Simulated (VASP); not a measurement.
# WS2 in VASP: a series of runs

Runs on WS2. Level: PBEsol. Tasks: single point.

Program: VASP 6.6.1. These are calculated values, not measurements. Logs are shortened: lines on timing, memory, paths and dates and some standing lists are left out, and cuts for length are marked.

### 1 The cell of the first run

The cell holds a slab with vacuum, 9 atoms: a = 3.146 Å, b = 3.146 Å, c = 30.831 Å, α = 90.00°, β = 90.00°, γ = 120.00°.

### 2 Single point, PBEsol

INCAR reads:

```
ALGO = Normal
DIPOL = 0.5 0.5 0.500
EDIFF = 1E-6
ENCUT = 520
GGA = PS
IDIPOL = 3
ISIF = 2
ISMEAR = 0
LASPH = True
LCHARG = False
LDIPOL = True
LREAL = False
LWAVE = False
NBANDS = 49
NELM = 100
PREC = Accurate
SIGMA = 0.05
```

KPOINTS reads:

```
k-points
0
Gamma
  9 9 1
```

POSCAR reads:

```
WS2
1.0
    3.1460942077      0.0000000000      0.0000000000
   -1.5730471038      2.7245975066      0.0000000000
    0.0000000000      0.0000000000     30.8310614783
S W
6 3
Direct
    0.6666666667      0.3333333333      0.2432611672
    0.6666666667      0.3333333333      0.3449362597
    0.3333333333      0.6666666667      0.4491624537
    0.3333333333      0.6666666667      0.5508375463
    0.6666666667      0.3333333333      0.6550637403
    0.6666666667      0.3333333333      0.7567388328
    0.3333333333      0.6666666667      0.2940987134
    0.6666666667      0.3333333333      0.5000000000
    0.3333333333      0.6666666667      0.7059012866
```

Potentials or basis: VASP PAW PBE potentials, release 64 (S, W_sv).

Started as:

```sh
cat potpaw_PBE.64/S/POTCAR potpaw_PBE.64/W_sv/POTCAR > POTCAR
mpirun -np 1 vasp_std > vasp.out
```

OUTCAR:

```text
EDIFF = 1E-6
   ENCUT = 520
   GGA = PS
   ISIF = 2
   ISMEAR = 0
   LASPH = True
   LREAL = False
   NELM = 100
   PREC = Accurate

 ion  position               nearest neighbor table
   1  0.667  0.333  0.243-   7 2.40   7 2.40   7 2.40
   2  0.667  0.333  0.345-   7 2.40   7 2.40   7 2.40
   3  0.333  0.667  0.449-   8 2.40   8 2.40   8 2.40
   4  0.333  0.667  0.551-   8 2.40   8 2.40   8 2.40
   5  0.667  0.333  0.655-   9 2.40   9 2.40   9 2.40
   6  0.667  0.333  0.757-   9 2.40   9 2.40   9 2.40
   7  0.333  0.667  0.294-   1 2.40   1 2.40   1 2.40   2 2.40   2 2.40   2 2.40
   8  0.667  0.333  0.500-   3 2.40   4 2.40   3 2.40   4 2.40   3 2.40   4 2.40
   9  0.333  0.667  0.706-   6 2.40   6 2.40   6 2.40   5 2.40   5 2.40   5 2.40

  LATTYP: Found a hexagonal cell.
 ALAT       =     3.1460942077
 C/A-ratio  =     9.7997896576

  Lattice vectors:

 A1 = (   3.1460942077,   0.0000000000,   0.0000000000)
 A2 = (  -1.5730471038,   2.7245975066,   0.0000000000)
 A3 = (   0.0000000000,   0.0000000000,  30.8310614783)

Analysis of symmetry for initial positions (statically):
=====================================================================
 Subroutine PRICEL returns:
 Original cell was already a primitive cell.

 Routine SETGRP: Setting up the symmetry group for a
 hexagonal supercell.

 Subroutine GETGRP returns: Found 12 space group operations
 (whereof 12 operations were pure point group operations)
 out of a pool of 24 trial point group operations.

The static configuration has the point symmetry D_3h.

Analysis of symmetry for dynamics (positions and initial velocities):
=====================================================================
 Subroutine PRICEL returns:
 Original cell was already a primitive cell.

 Routine SETGRP: Setting up the symmetry group for a
 hexagonal supercell.

 Subroutine GETGRP returns: Found 12 space group operations
 (whereof 12 operations were pure point group operations)
 out of a pool of 24 trial point group operations.

The dynamic configuration has the point symmetry D_3h.

 Subroutine INISYM returns: Found 12 space group operations
 (whereof 12 operations are pure point group operations),
 and found     1 'primitive' translations

----------------------------------------------------------------------------------------

                                     Primitive cell

[... 103 lines left out ...]
   NUPDOWN=      -1.0000    fix difference up-down
   EMIN   =  10.00;   EMAX   =-10.00  energy-range for DOS
   EFERMI =   0.00;   METHOD = LEGACY
   ISMEAR =     0;   SIGMA  =   0.05  broadening in eV -4-tet -1-fermi 0-gaus
   EFERMI_NEDOS =   21; number of points for ismear=-14 and -15
   IALGO  =     38    algorithm
   IMIX   =      4    mixing-type and parameters
     AMIX     =   0.40;   BMIX     =  1.00
     AMIX_MAG =   1.60;   BMIX_MAG =  1.00
  volume/ion in A,a.u.               =      29.36       198.16
  Fermi-wavevector in a.u.,A,eV,Ry     =   1.089981  2.059765 16.164512  1.188058
  Thomas-Fermi vector in A             =   2.226196
   LORBIT       =      0    0 simple, 1 ext, 2 COOP (PROOUT), +10 PAW based schemes
   GGA     = PS    functional components
   LHFCALC =     F    Hartree Fock is set to
   AEXX    =    0.0000 exact exchange contribution
   IVDW    =     0    specifies the selected vdW correction
   LEPSILON=     F    determine dielectric tensor
   LRPA    =     F    only Hartree local field effects (RPA)
 non-spin polarized calculation
 Gauss-broadening in eV      SIGMA  =   0.05
  energy-cutoff  :      520.00
  volume of cell :      264.28
 maximum number of plane-waves:      7158
 NGX is ok and might be reduce to    24
   NGX = 11   NGY = 11   NGZ =115

 number of electron      77.9999989 magnetization

 dipolmoment           0.000000      0.000000      0.000000 electrons x Angstroem

 Free energy of the ion-electron system (eV)
  ---------------------------------------------------
  ext. energy  EPLUGINS =         0.00000000
  ---------------------------------------------------
  free energy    TOTEN  =       -75.79982707 eV

  energy without entropy =      -75.79982707  energy(sigma->0) =      -75.79982707

 E-fermi :   2.4457     XC(G=0):  -7.1153

 val. band max:        2.1996100207   @ k =   0.0000   0.0000   0.0000
 cond. band min:       3.6403920407   @ k =   0.2222   0.1111   0.0000
 fundamental gap:      1.4407820200
 Fermi energy:         2.4456722263

 k-point     1 :       0.0000    0.0000    0.0000
  band No.  band energies     occupation
      1     -72.1061      2.00000
      2     -72.1046      2.00000
      3     -72.1046      2.00000
      4     -36.3844      2.00000
      5     -36.3829      2.00000
      6     -36.3829      2.00000
[... 613 lines left out ...]
     48       5.9441      0.00000
     49       7.4370      0.00000

------------------------ aborting loop because EDIFF is reached ----------------------------------------

 vacuum level on the upper side and lower side of the slab       (xc-potential included)        -0.602        -0.602

  FORCE on cell =-STRESS in cart. coord.  units (eV):
  Direction    XX          YY          ZZ          XY          YZ          ZX
  --------------------------------------------------------------------------------------
  -------------------------------------------------------------------------------------
  Total        0.1005503      0.1005503      0.1330141      0.0000000      0.0000000      0.0000000
  in kB        0.6095808      0.6095808      0.8063913      0.0000000      0.0000000      0.0000000
  external PRESSURE =       0.6751843 kB  Pullay stress =       0.0000000 kB

 VOLUME and BASIS-vectors are now :
 -----------------------------------------------------------------------------
  energy-cutoff  :      520.00
  volume of cell :      264.28
      direct lattice vectors                 reciprocal lattice vectors
     3.146094208  0.000000000  0.000000000     0.317854436  0.183513344  0.000000000
    -1.573047104  2.724597507  0.000000000     0.000000000  0.367026688  0.000000000
     0.000000000  0.000000000 30.831061478     0.000000000  0.000000000  0.032434822

 POSITION                                       TOTAL-FORCE (eV/Angst)
 -----------------------------------------------------------------------------------
      1.57305      0.90820      7.50000        -0.000000      0.000000     -0.008050
      1.57305      0.90820     10.63475         0.000000     -0.000000      0.027203
     -0.00000      1.81640     13.84816        -0.000000      0.000000     -0.026342
     -0.00000      1.81640     16.98291        -0.000000      0.000000      0.026342
      1.57305      0.90820     20.19631         0.000000     -0.000000     -0.027203
      1.57305      0.90820     23.33106         0.000000      0.000000      0.008050
     -0.00000      1.81640      9.06738        -0.000000     -0.000000     -0.020583
      1.57305      0.90820     15.41553         0.000000      0.000000      0.000000
     -0.00000      1.81640     21.76369        -0.000000     -0.000000      0.020583
 -----------------------------------------------------------------------------------
    total drift:                               -0.000000      0.000000      0.000000

  FREE ENERGIE OF THE ION-ELECTRON SYSTEM (eV)
  ---------------------------------------------------
  free  energy   TOTEN  =       -75.7998270695 eV

  energy  without entropy=      -75.7998270695  energy(sigma->0) =      -75.79982707

 vacuum level on the upper side and lower side of the slab         7.066         7.066
```

OSZICAR:

```text
N       E                     dE             d eps       ncg     rms          rms(c)
DAV:   1     0.779837132311E+03    0.77984E+03   -0.42115E+04  1360   0.146E+03
DAV:   2    -0.210568324793E+02   -0.80089E+03   -0.77491E+03  1403   0.391E+02
DAV:   3    -0.775575265086E+02   -0.56501E+02   -0.55596E+02  1488   0.985E+01
[... 11 lines left out ...]
DAV:  15    -0.757997471315E+02   -0.42967E-04   -0.36090E-05  1368   0.203E-02    0.804E-03
DAV:  16    -0.757998009821E+02   -0.53851E-04   -0.11554E-05  1320   0.148E-02    0.917E-03
DAV:  17    -0.757998244235E+02   -0.23441E-04   -0.59921E-06  1344   0.870E-03    0.496E-03
DAV:  18    -0.757998276215E+02   -0.31980E-05   -0.27441E-07   856   0.235E-03    0.548E-03
DAV:  19    -0.757998270695E+02    0.55194E-06   -0.40149E-08   832   0.898E-04
   1 F= -.75799827E+02 E0= -.75799827E+02  d E =-.105654E-13
```

stdout:

```text
POSCAR found type information on POSCAR S W
 POSCAR found :  2 types and       9 ions
 scaLAPACK will be used
 -----------------------------------------------------------------------------
|                                                                             |
|                                                                             |
|     You enforced a specific xc type in the INCAR file but a different       |
|     I HOPE YOU KNOW WHAT YOU ARE DOING!                                     |
|                                                                             |
 -----------------------------------------------------------------------------

 LDA part: xc-table for (Slater+PW92), standard interpolation
 POSCAR, INCAR and KPOINTS ok, starting setup
 FFT: planning ... GRIDC
 FFT: planning ... GRID_SOFT
 FFT: planning ... GRID
 WAVECAR not read
 entering main loop
```

It took 1.7 min on 1 thread of Intel Xeon 6975P-C (Granite Rapids), shared host; peak memory 0.41 GiB.

What came out:

```yaml
Free_energy: -75.7998 eV
Largest_force: 0.027 eV/Å
Band_gap_on_the_k_mesh: 1.44 eV, indirect (least direct gap 1.89 eV)
```

Forces in eV/Å, atoms in the order of the input:
```
S    0.000  0.000 -0.008
S    0.000  0.000  0.027
S    0.000  0.000 -0.026
S    0.000  0.000  0.026
S    0.000  0.000 -0.027
S    0.000  0.000  0.008
W    0.000  0.000 -0.021
W    0.000  0.000  0.000
W    0.000  0.000  0.021
```

Caveat: the PAW data sets were made with another functional, which shifts forces and pressure a little; spin-orbit coupling is left out, which moves the levels of the heavy elements.

### 3 Single point, PBEsol

This run uses another cell than the first one: it holds 15 atoms, not 9.

INCAR reads:

```
SYSTEM = WS2
ALGO     = Normal         ! electronic algorithm
DIPOL    = 0.5 0.5 0.500
EDIFF    = 1E-6           ! SCF threshold, eV
ENCUT    = 520            ! plane-wave cutoff, eV
GGA      = PS             ! functional
IDIPOL   = 3            
ISIF     = 2              ! what is computed and relaxed
ISMEAR   = 0              ! smearing method
LASPH    = .True.         ! aspherical terms in the spheres
LCHARG   = .False.        ! write CHGCAR
LDIPOL   = .True.       
LREAL    = Auto         
LWAVE    = .False.        ! write WAVECAR
NBANDS   = 78             ! bands
NELM     = 80             ! most SCF steps
PREC     = Accurate       ! precision mode
SIGMA    = 0.05           ! smearing width, eV
```

KPOINTS reads:

```
k-points
0
Gamma
  9 9 1
  0 0 0
```

POSCAR reads:

```
WS2
1.0
    3.1461313789      0.0000000000      0.0000000000
   -1.5730656895      2.7246296978      0.0000000000
    0.0000000000      0.0000000000     43.5185974013
S W
10 5
Direct
    0.3333333333      0.6666666667      0.1723401131
    0.3333333333      0.6666666667      0.2443813573
    0.6666666667      0.3333333333      0.3181597455
    0.6666666667      0.3333333333      0.3902009897
    0.3333333333      0.6666666667      0.4639793779
    0.3333333333      0.6666666667      0.5360206221
    0.6666666667      0.3333333333      0.6097990103
    0.6666666667      0.3333333333      0.6818402545
    0.3333333333      0.6666666667      0.7556186427
    0.3333333333      0.6666666667      0.8276598869
    0.6666666667      0.3333333333      0.2083607352
    0.3333333333      0.6666666667      0.3541803676
    0.6666666667      0.3333333333      0.5000000000
    0.3333333333      0.6666666667      0.6458196324
    0.6666666667      0.3333333333      0.7916392648
```

Potentials or basis: VASP PAW PBE potentials, release 64 (S, W_sv).

Started as:

```sh
cat potpaw_PBE.64/S/POTCAR potpaw_PBE.64/W_sv/POTCAR > POTCAR
mpirun -np 1 vasp_std > vasp.out
```

OUTCAR:

```text
SYSTEM = WS2
   EDIFF = 1E-6
   ENCUT = 520
   GGA = PS
   ISIF = 2
   ISMEAR = 0
   LASPH = .True.
   LREAL = Auto
   NELM = 80
   PREC = Accurate

 ion  position               nearest neighbor table
   1  0.333  0.667  0.172-  11 2.40  11 2.40  11 2.40
   2  0.333  0.667  0.244-  11 2.40  11 2.40  11 2.40
   3  0.667  0.333  0.318-  12 2.40  12 2.40  12 2.40
   4  0.667  0.333  0.390-  12 2.40  12 2.40  12 2.40
   5  0.333  0.667  0.464-  13 2.40  13 2.40  13 2.40
   6  0.333  0.667  0.536-  13 2.40  13 2.40  13 2.40
   7  0.667  0.333  0.610-  14 2.40  14 2.40  14 2.40
   8  0.667  0.333  0.682-  14 2.40  14 2.40  14 2.40
   9  0.333  0.667  0.756-  15 2.40  15 2.40  15 2.40
  10  0.333  0.667  0.828-  15 2.40  15 2.40  15 2.40
  11  0.667  0.333  0.208-   2 2.40   1 2.40   2 2.40   1 2.40   2 2.40   1 2.40
  12  0.333  0.667  0.354-   4 2.40   3 2.40   4 2.40   3 2.40   4 2.40   3 2.40
  13  0.667  0.333  0.500-   5 2.40   6 2.40   5 2.40   6 2.40   5 2.40   6 2.40
[... 1175 lines left out ...]
  FORCE on cell =-STRESS in cart. coord.  units (eV):
  Direction    XX          YY          ZZ          XY          YZ          ZX
  --------------------------------------------------------------------------------------
  -------------------------------------------------------------------------------------
  Total        0.1562198      0.1562198      0.1742205     -0.0000000      0.0000000      0.0000000
  in kB        0.6709460      0.6709460      0.7482565     -0.0000000      0.0000000      0.0000000
  external PRESSURE =       0.6967162 kB  Pullay stress =       0.0000000 kB

 VOLUME and BASIS-vectors are now :
 -----------------------------------------------------------------------------
  energy-cutoff  :      520.00
  volume of cell :      373.04
      direct lattice vectors                 reciprocal lattice vectors
     3.146131379  0.000000000  0.000000000     0.317850681  0.183511176  0.000000000
    -1.573065689  2.724629698  0.000000000     0.000000000  0.367022352  0.000000000
     0.000000000  0.000000000 43.518597401     0.000000000  0.000000000  0.022978682

 POSITION                                       TOTAL-FORCE (eV/Angst)
 -----------------------------------------------------------------------------------
     -0.00000      1.81642      7.50000        -0.000000     -0.000000     -0.000730
     -0.00000      1.81642     10.63513         0.000000     -0.000000      0.018896
      1.57307      0.90821     13.84587        -0.000000      0.000000     -0.022735
      1.57307      0.90821     16.98100         0.000000     -0.000000      0.018279
     -0.00000      1.81642     20.19173        -0.000000     -0.000000     -0.020180
     -0.00000      1.81642     23.32687         0.000000     -0.000000      0.020180
      1.57307      0.90821     26.53760        -0.000000     -0.000000     -0.018279
      1.57307      0.90821     29.67273        -0.000000      0.000000      0.022735
     -0.00000      1.81642     32.88346         0.000000      0.000000     -0.018896
     -0.00000      1.81642     36.01860         0.000000      0.000000      0.000730
      1.57307      0.90821      9.06757         0.000000      0.000000     -0.020572
     -0.00000      1.81642     15.41343        -0.000000     -0.000000     -0.001119
      1.57307      0.90821     21.75930         0.000000     -0.000000     -0.000000
     -0.00000      1.81642     28.10516        -0.000000      0.000000      0.001119
      1.57307      0.90821     34.45103         0.000000      0.000000      0.020572
 -----------------------------------------------------------------------------------
    total drift:                                0.000000     -0.000000      0.000000

  FREE ENERGIE OF THE ION-ELECTRON SYSTEM (eV)
  ---------------------------------------------------
  free  energy   TOTEN  =      -126.3576659207 eV

  energy  without entropy=     -126.3576659207  energy(sigma->0) =     -126.35766592

 vacuum level on the upper side and lower side of the slab         8.687         8.687
```

It took 7.8 min on 1 thread of Intel Xeon 6975P-C (Granite Rapids), shared host; peak memory 0.53 GiB.

Results:

- Free energy: -126.3577 eV
- Largest force: 0.023 eV/Å
- Band gap on the k mesh: 1.31 eV, indirect (least direct gap 1.88 eV)

Forces on the atoms (eV/Å):
```
S    0.000  0.000 -0.001
S    0.000  0.000  0.019
S    0.000  0.000 -0.023
S    0.000  0.000  0.018
S    0.000  0.000 -0.020
S    0.000  0.000  0.020
S    0.000  0.000 -0.018
S    0.000  0.000  0.023
S    0.000  0.000 -0.019
S    0.000  0.000  0.001
W    0.000  0.000 -0.021
W    0.000  0.000 -0.001
W    0.000  0.000  0.000
W    0.000  0.000  0.001
W    0.000  0.000  0.021
```

Caveat: the PAW data sets were made with another functional, which shifts forces and pressure a little; spin-orbit coupling is left out, which moves the levels of the heavy elements.

### 4 Single point, PBEsol

This run uses another cell than the first one: it holds 15 atoms, not 9.

INCAR reads:

```
PREC     = Accurate       # precision mode
ENCUT    = 520            # plane-wave cutoff, eV
EDIFF    = 1E-6           # SCF threshold, eV
ISMEAR   = 0              # smearing method
SIGMA    = 0.05           # smearing width, eV
LREAL    = Auto         
LASPH    = T              # aspherical terms in the spheres
NELM     = 80             # most SCF steps
ALGO     = Normal         # electronic algorithm
ISIF     = 2              # what is computed and relaxed
LWAVE    = F              # write WAVECAR
LCHARG   = F              # write CHGCAR
LDIPOL   = T            
IDIPOL   = 3            
DIPOL    = 0.5 0.5 0.500
GGA      = PS             # functional
NBANDS   = 78             # bands
```

KPOINTS reads:

```
Automatic mesh
0
Gamma
  9 9 1
```

POSCAR is that of step 3.

Started as:

```sh
cat potpaw_PBE.64/S/POTCAR potpaw_PBE.64/W_sv/POTCAR > POTCAR
mpirun -np 1 vasp_std > vasp.out
```

It took 8 min on 1 thread of Intel Xeon 6975P-C (Granite Rapids), shared host; peak memory 0.53 GiB.

The run converged. Its results:

- Free energy: -126.3577 eV
- Largest force: 0.023 eV/Å
- Band gap on the k mesh: 1.31 eV, indirect (least direct gap 1.88 eV)

Forces on the atoms (eV/Å):
```
S    0.000  0.000 -0.001
S    0.000  0.000  0.019
S    0.000  0.000 -0.023
S    0.000  0.000  0.018
S    0.000  0.000 -0.020
S    0.000  0.000  0.020
S    0.000  0.000 -0.018
S    0.000  0.000  0.023
S    0.000  0.000 -0.019
S    0.000  0.000  0.001
W    0.000  0.000 -0.021
W    0.000  0.000 -0.001
W    0.000  0.000  0.000
W    0.000  0.000  0.001
W    0.000  0.000  0.021
```

Levels at points of the mesh, in eV from the valence-band top:
```
           k point  band 63  band 64  band 65  band 66  band 67  band 68
(0.00, 0.00, 0.00)    -0.36    -0.14     0.00     2.51     2.51     2.51
```

Caveat: the PAW data sets were made with another functional, which shifts forces and pressure a little; spin-orbit coupling is left out, which moves the levels of the heavy elements.
